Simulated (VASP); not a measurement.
# Si in VASP: a series of runs

The runs below take Si through single point, with PBE.

Program: VASP 6.6.1. These are calculated values, not measurements. Logs are shortened: lines on timing, memory, paths and dates and some standing lists are left out, and cuts for length are marked.

### Step 1. The cell of the first run

The cell holds a slab with vacuum, 5 atoms: a = 3.868 Å, b = 3.868 Å, c = 19.437 Å, α = 90.00°, β = 90.00°, γ = 120.00°.

### Step 2. Single point, PBE, collinear spin

File INCAR:

```
SYSTEM = Si
  PREC = Accurate
  ENCUT = 520
  EDIFF = 1E-7
  ISMEAR = 0
  SIGMA = 0.05
  LREAL = .FALSE.
  LASPH = .TRUE.
  NELM = 150
  ALGO = Normal
  ISIF = 2
  LWAVE = .FALSE.
  LCHARG = .FALSE.
  ISPIN = 2
  MAGMOM = 0 0 0 0 2
  LORBIT = 11
  LDIPOL = .TRUE.
  IDIPOL = 3
  DIPOL = 0.5 0.5 0.347
  GGA = PE
  NBANDS = 22
```

File KPOINTS:

```
regular mesh
0
G
  9 9 1
  0 0 0
```

File POSCAR:

```
Si
1.0
    3.8675355712      0.0000000000      0.0000000000
   -1.9337677856      3.3493840547      0.0000000000
    0.0000000000      0.0000000000     19.4372968022
Si
5
Direct
    0.3333333333      0.6666666667      0.2057899327
    0.0000000000      0.0000000000      0.2464055286
    0.0000000000      0.0000000000      0.3748662336
    0.6666666667      0.3333333333      0.4083539436
    1.0000000000      1.0000000000      0.5005327616
```

Potentials or basis: VASP PAW PBE potentials, release 64 (Si).

Run with:

```sh
cat potpaw_PBE.64/Si/POTCAR > POTCAR
mpirun -np 1 vasp_std > vasp.out
```

OUTCAR:

```text
SYSTEM = Si
   PREC = Accurate
   ENCUT = 520
   EDIFF = 1E-7
   ISMEAR = 0
   LREAL = .FALSE.
   LASPH = .TRUE.
   NELM = 150
   ISIF = 2
   ISPIN = 2
   LORBIT = 11
   GGA = PE

 ion  position               nearest neighbor table
   1  0.333  0.667  0.206-   2 2.37   2 2.37   2 2.37
   2  0.000  0.000  0.246-   1 2.37   1 2.37   1 2.37   3 2.50
   3  0.000  0.000  0.375-   4 2.33   4 2.33   4 2.33   5 2.44   2 2.50
   4  0.667  0.333  0.408-   3 2.33   3 2.33   3 2.33   5 2.86   5 2.86   5 2.86
   5  0.000  0.000  0.501-   3 2.44   4 2.86   4 2.86   4 2.86

  LATTYP: Found a hexagonal cell.
 ALAT       =     3.8675355712
 C/A-ratio  =     5.0257577324

  Lattice vectors:

 A1 = (   3.8675355712,   0.0000000000,   0.0000000000)
 A2 = (  -1.9337677856,   3.3493840547,   0.0000000000)
 A3 = (   0.0000000000,   0.0000000000,  19.4372968022)

Analysis of symmetry for initial positions (statically):
=====================================================================
 Subroutine PRICEL returns:
 Original cell was already a primitive cell.

 Routine SETGRP: Setting up the symmetry group for a
 hexagonal supercell.

 Subroutine GETGRP returns: Found  6 space group operations
 (whereof  6 operations were pure point group operations)
 out of a pool of 24 trial point group operations.

The static configuration has the point symmetry C_3v.

Analysis of symmetry for dynamics (positions and initial velocities):
=====================================================================
 Subroutine PRICEL returns:
 Original cell was already a primitive cell.

 Routine SETGRP: Setting up the symmetry group for a
 hexagonal supercell.

 Subroutine GETGRP returns: Found  6 space group operations
 (whereof  6 operations were pure point group operations)
 out of a pool of 24 trial point group operations.

The dynamic configuration has the point symmetry C_3v.

Analysis of structural, dynamic, and magnetic symmetry:
=====================================================================
 Subroutine PRICEL returns:
 Original cell was already a primitive cell.

 Routine SETGRP: Setting up the symmetry group for a
 hexagonal supercell.

 Subroutine GETGRP returns: Found  6 space group operations
 (whereof  6 operations were pure point group operations)
 out of a pool of 24 trial point group operations.

The overall configuration has the point symmetry C_3v.

 Subroutine INISYM returns: Found  6 space group operations
 (whereof  6 operations are pure point group operations),
 and found     1 'primitive' translations

----------------------------------------------------------------------------------------

                                     Primitive cell

  volume of cell :     251.7881

  direct lattice vectors                    reciprocal lattice vectors
     3.867535571  0.000000000  0.000000000     0.258562586  0.149281179  0.000000000
    -1.933767786  3.349384055  0.000000000     0.000000000  0.298562358  0.000000000
     0.000000000  0.000000000 19.437296802     0.000000000  0.000000000  0.051447483

  length of vectors
     3.867535571  3.867535571 19.437296802     0.298562358  0.298562358  0.051447483

  position of ions in fractional coordinates (direct lattice)
     0.333333333  0.666666667  0.205789933
     0.000000000  0.000000000  0.246405529
     0.000000000  0.000000000  0.374866234
     0.666666667  0.333333333  0.408353944
     0.000000000  0.000000000  0.500532762

  ion indices of the primitive-cell ions
   primitive index   ion index
                 1           1
                 2           2
                 3           3
                 4           4
                 5           5

----------------------------------------------------------------------------------------

 KPOINTS: regular mesh

Automatic generation of k-mesh.
 Grid dimensions read from file:
 generate k-points for:    9    9    1

 Generating k-lattice:

[... 29 lines left out ...]
  0.333333  0.333333  0.000000      2.000000
   k-points           NKPTS =     12   k-points in BZ     NKDIM =     12   number of bands    NBANDS=     22
   number of dos      NEDOS =    301   number of ions     NIONS =      5
   total plane-waves  NPLWV = 135000
   dimension x,y,z NGX =    30 NGY =   30 NGZ =  150
   dimension x,y,z NGXF=    60 NGYF=   60 NGZF=  300
   ions per type =               5
   NGX,Y,Z   is equivalent  to a cutoff of  12.90, 12.90, 12.83 a.u.
   NGXF,Y,Z  is equivalent  to a cutoff of  25.79, 25.79, 25.66 a.u.
 SYSTEM =  Si
   PREC   = accura    normal or accurate (medium, high low for compatibility)
   ISTART =      0    job   : 0-new  1-cont  2-samecut
   ICHARG =      2    charge: 1-file 2-atom 10-const
   ISPIN  =      2    spin polarized calculation?
   LNONCOLLINEAR =      F non collinear calculations
   LSORBIT =      F    spin-orbit coupling
   LASPH  =      T    aspherical Exc in radial PAW
   ENCUT  =  520.0 eV  38.22 Ry    6.18 a.u.   7.19  7.19 36.14*2*pi/ulx,y,z
   NELM   =    150;   NELMIN=  2; NELMDL= -5     # of ELM steps
   EDIFF  = 0.1E-06   stopping-criterion for ELM
   LREAL  =      F    real-space projection
   EDIFFG = 0.1E-05   stopping-criterion for IOM
   NSW    =      0    number of steps for IOM
   IBRION =     -1    ionic relax: 0-MD 1-quasi-New 2-CG
   NFREE  =      0    steps in history (QN), initial steepest desc. (CG)
   ISIF   =      2    stress and relaxation
   ISYM   =      2    0-nonsym 1-usesym 2-fastsym
   POTIM  = 0.5000    time-step for ionic-motion
   TEBEG  =    0.0;   TEEND  =   0.0 temperature during run
   PSTRESS=    0.0 pullay stress
   NELECT =      20.0000    total number of electrons
   NUPDOWN=      -1.0000    fix difference up-down
   EMIN   =  10.00;   EMAX   =-10.00  energy-range for DOS
   EFERMI =   0.00;   METHOD = LEGACY
   ISMEAR =     0;   SIGMA  =   0.05  broadening in eV -4-tet -1-fermi 0-gaus
   EFERMI_NEDOS =   21; number of points for ismear=-14 and -15
   IALGO  =     38    algorithm
   IMIX   =      4    mixing-type and parameters
     AMIX     =   0.40;   BMIX     =  1.00
     AMIX_MAG =   1.60;   BMIX_MAG =  1.00
  volume/ion in A,a.u.               =      50.36       339.83
  Fermi-wavevector in a.u.,A,eV,Ry     =   0.703731  1.329858  6.738106  0.495237
  Thomas-Fermi vector in A             =   1.788781
   LORBIT       =     11    0 simple, 1 ext, 2 COOP (PROOUT), +10 PAW based schemes
   GGA     = PE    functional components
   LHFCALC =     F    Hartree Fock is set to
   AEXX    =    0.0000 exact exchange contribution
   IVDW    =     0    specifies the selected vdW correction
   LEPSILON=     F    determine dielectric tensor
   LRPA    =     F    only Hartree local field effects (RPA)
 spin polarized calculation
 Gauss-broadening in eV      SIGMA  =   0.05
  energy-cutoff  :      520.00
  volume of cell :      251.79
 maximum number of plane-waves:      6807
 NGX is ok and might be reduce to    30
   NGX = 15   NGY = 15   NGZ = 73

 dipolmoment           0.000000      0.000000      0.030569 electrons x Angstroem

 number of electron      20.0000002 magnetization      -0.0000209

 number of electron      20.0000002 magnetization       0.0000510

 dipolmoment           0.000000      0.000000     -0.041910 electrons x Angstroem

 Free energy of the ion-electron system (eV)
  ---------------------------------------------------
  ext. energy  EPLUGINS =         0.00000000
  ---------------------------------------------------
  free energy    TOTEN  =       -23.67415337 eV

  energy without entropy =      -23.67415178  energy(sigma->0) =      -23.67415258

 E-fermi :  -0.4052     XC(G=0):  -4.6157

 val. band max:       -0.5457595443   @ k =   0.4444  -0.0000   0.0000
 cond. band min:      -0.2636803867   @ k =   0.1111   0.1111   0.0000
 fundamental gap:      0.2820791576
 Fermi energy:        -0.4051502386

 spin component 1

 k-point     1 :       0.0000    0.0000    0.0000
  band No.  band energies     occupation
      1     -12.9049      1.00000
      2     -10.8586      1.00000
      3      -8.1139      1.00000
      4      -4.9368      1.00000
      5      -2.5551      1.00000
      6      -2.5551      1.00000
[... 289 lines left out ...]
     21       6.5816      0.00000
     22       6.7152      0.00000
 Fermi energy:        -0.4051502386

 spin component 2

 k-point     1 :       0.0000    0.0000    0.0000
  band No.  band energies     occupation
      1     -12.9049      1.00000
      2     -10.8586      1.00000
      3      -8.1139      1.00000
      4      -4.9368      1.00000
      5      -2.5551      1.00000
      6      -2.5551      1.00000
[... 289 lines left out ...]
     21       6.5816      0.00000
     22       6.7151      0.00000

------------------------ aborting loop because EDIFF is reached ----------------------------------------

 vacuum level on the upper side and lower side of the slab       (xc-potential included)        -0.278         0.246

  FORCE on cell =-STRESS in cart. coord.  units (eV):
  Direction    XX          YY          ZZ          XY          YZ          ZX
  --------------------------------------------------------------------------------------
  -------------------------------------------------------------------------------------
  Total       -2.2195366     -2.2195366      0.1532914      0.0000000      0.0000000      0.0000000
  in kB      -14.1233511    -14.1233511      0.9754234      0.0000000      0.0000000      0.0000000
  external PRESSURE =      -9.0904263 kB  Pullay stress =       0.0000000 kB

 VOLUME and BASIS-vectors are now :
 -----------------------------------------------------------------------------
  energy-cutoff  :      520.00
  volume of cell :      251.79
      direct lattice vectors                 reciprocal lattice vectors
     3.867535571  0.000000000  0.000000000     0.258562586  0.149281179  0.000000000
    -1.933767786  3.349384055  0.000000000     0.000000000  0.298562358  0.000000000
     0.000000000  0.000000000 19.437296802     0.000000000  0.000000000  0.051447483

 POSITION                                       TOTAL-FORCE (eV/Angst)
 -----------------------------------------------------------------------------------
     -0.00000      2.23292      4.00000         0.000000     -0.000000      0.581814
      0.00000      0.00000      4.78946        -0.000000      0.000000     -0.493751
      0.00000      0.00000      7.28639        -0.000000     -0.000000     -1.412832
      1.93377      1.11646      7.93730        -0.000000      0.000000      1.335636
      0.00000      0.00000      9.72900         0.000000      0.000000     -0.010867
 -----------------------------------------------------------------------------------
    total drift:                                0.000000      0.000000     -0.000039

  FREE ENERGIE OF THE ION-ELECTRON SYSTEM (eV)
  ---------------------------------------------------
  free  energy   TOTEN  =       -23.6741533746 eV

  energy  without entropy=      -23.6741517820  energy(sigma->0) =      -23.67415258

 vacuum level on the upper side and lower side of the slab         3.993         4.525

 total charge

# of ion       s       p       d       tot
------------------------------------------
    1        0.807   0.828   0.000   1.635
    2        0.776   0.864   0.000   1.640
    3        0.775   0.896   0.000   1.671
    4        0.773   0.857   0.000   1.630
    5        0.929   0.591   0.000   1.520
--------------------------------------------------
tot          4.060   4.036   0.000   8.096

 magnetization (x)

# of ion       s       p       d       tot
------------------------------------------
    1       -0.000   0.000   0.000   0.000
    2       -0.000  -0.000   0.000  -0.000
    3       -0.000  -0.000   0.000  -0.000
    4       -0.000  -0.000   0.000  -0.000
    5       -0.000  -0.000   0.000  -0.000
--------------------------------------------------
tot         -0.000  -0.000   0.000  -0.000
```

It took 11 min on 1 thread of Intel Xeon 8259CL, shared host; peak memory 0.49 GiB.

What came out:

* Free energy: -23.6742 eV
* Largest force: 1.413 eV/Å
* Band gap on the k mesh: zero (filled and empty bands overlap)
* Net moment: 0.00 μB per cell
* Valence electrons inside the program's atomic spheres: Si 1.64, 1.67, 1.63, 1.52 (each value once)

Forces in eV/Å, atoms in the order of the input:
```
Si   0.000  0.000  0.582
Si   0.000  0.000 -0.494
Si   0.000  0.000 -1.413
Si   0.000  0.000  1.336
Si   0.000  0.000 -0.011
```

### Step 3. Single point, PBE, collinear spin

INCAR, as its differences from that of step 2:

```diff
@@ -3,3 +3,3 @@
   ENCUT = 520
-  EDIFF = 1E-7
+  EDIFF = 1E-6
   ISMEAR = 0
@@ -18,3 +18,3 @@
   IDIPOL = 3
-  DIPOL = 0.5 0.5 0.347
+  DIPOL = 0.5 0.5 0.313
   GGA = PE
```

File KPOINTS:

```
Automatic mesh
0
G
  9 9 1
  0 0 0
```

POSCAR, as its differences from that of step 2:

```diff
@@ -12,2 +12,2 @@
     0.6666666667      0.3333333333      0.4083539436
-    1.0000000000      1.0000000000      0.5005327616
+    1.3333333333      0.6666666667      0.3291557127
```

Potentials or basis: VASP PAW PBE potentials, release 64 (Si).

Run with:

```sh
cat potpaw_PBE.64/Si/POTCAR > POTCAR
mpirun -np 1 vasp_std > vasp.out
```

Wall time 9.6 min (1 thread of Intel Xeon 8259CL, shared host); peak memory 0.49 GiB.

It converged, with:

| Property | Result |
| --- | --- |
| Free energy | -23.9193 eV |
| Largest force | 0.409 eV/Å |
| Band gap on the k mesh | zero (filled and empty bands overlap) |
| Net moment | 0.00 μB per cell |
| Valence electrons inside the program's atomic spheres | Si 1.68, 1.63, 1.70, 1.66, 1.64 |

Forces in eV/Å, atoms in the order of the input:
```
Si   0.000  0.000 -0.409
Si   0.000  0.000  0.033
Si   0.000  0.000  0.039
Si   0.000  0.000  0.335
Si   0.000  0.000  0.003
```

Levels at points of the mesh, in eV from the Fermi level:
Spin up:
```tsv
k point	band 8	band 9	band 10	band 11	band 12	band 13
(0.00, 0.00, 0.00)	-2.05	-1.81	-0.82	-0.82	0.46	1.27
```
Spin down:
```tsv
k point	band 8	band 9	band 10	band 11	band 12	band 13
(0.00, 0.00, 0.00)	-2.05	-1.81	-0.82	-0.82	0.46	1.27
```

The gap in the log of VASP goes by the Fermi energy; the results here count the filled bands.